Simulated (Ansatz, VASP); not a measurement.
# K in VASP and in Ansatz

File POSCAR:

```
K
1.0
   -2.7330567785      2.7330567785      2.7330567785
    2.7330567785     -2.7330567785      2.7330567785
    2.7330567785      2.7330567785     -2.7330567785
K
1
Direct
    0.0000000000      0.0000000000      0.0000000000
```

File INCAR.step1:

```
SYSTEM = K
ALGO = Normal
EDIFF = 1E-5
ENCUT = 400
GGA = PE
GGA_COMPAT = .False.
ISIF = 2
ISMEAR = 0
LASPH = .True.
LCHARG = .False.
LREAL = .False.
LWAVE = .True.
NBANDS = 10
NELM = 120
PREC = Accurate
SIGMA = 0.05
```

The input INCAR.step2:

```
SYSTEM = K
ALGO = Normal
EDIFF = 1E-6
ENCUT = 400
GGA = PE
GGA_COMPAT = .False.
HFSCREEN = 0.2079
ISIF = 2
ISMEAR = 0
ISTART = 1
LASPH = .True.
LCHARG = .False.
LHFCALC = .True.
LREAL = .False.
LWAVE = .False.
NBANDS = 10
NELM = 120
PREC = Accurate
PRECFOCK = Normal
SIGMA = 0.05
```

File KPOINTS:

```
k-points
0
Gamma
  5 5 5
  0 0 0
```

Contents of input.yaml:

```yaml
crystal:
  lattice:
    - [-2.7330567785, 2.7330567785, 2.7330567785]
    - [2.7330567785, -2.7330567785, 2.7330567785]
    - [2.7330567785, 2.7330567785, -2.7330567785]
  atoms:
    - { symbol: K, position: [0.0, 0.0, 0.0] }
hamiltonian:
  xc: hse06
  pseudopotentials: { kind: paw, partial_waves: polarizable }
kpoints:
  mp_grid: { grid: [5, 5, 5] }
scf:
  occupations: { method: gaussian, width: 0.05 }
output:
  forces: true
  stress: true
  eigenvalues: true
```

Alike in both runs: task single point; functional HSE06; k mesh 5 × 5 × 5; occupations gaussian, width 0.05 eV; no spin polarisation.

|  | VASP | Ansatz |
| --- | --- | --- |
| version | VASP 6.6.1 | Ansatz 0.2.0 |
| potentials or method | VASP PAW PBE potentials, release 64 (K_sv) | Ansatz PAW polarizable |
| plane-wave cutoff (eV) | 400 | 420 |
| valence electrons in the cell | 9 | 9 |

```csv
,VASP,Ansatz,Ansatz less VASP
gap on the k mesh at the Fermi level (eV),none,none,-
pressure (GPa),-0.2,-0.2,0.00
```

A gap of «none» marks a metal or a gap that the smearing closes.
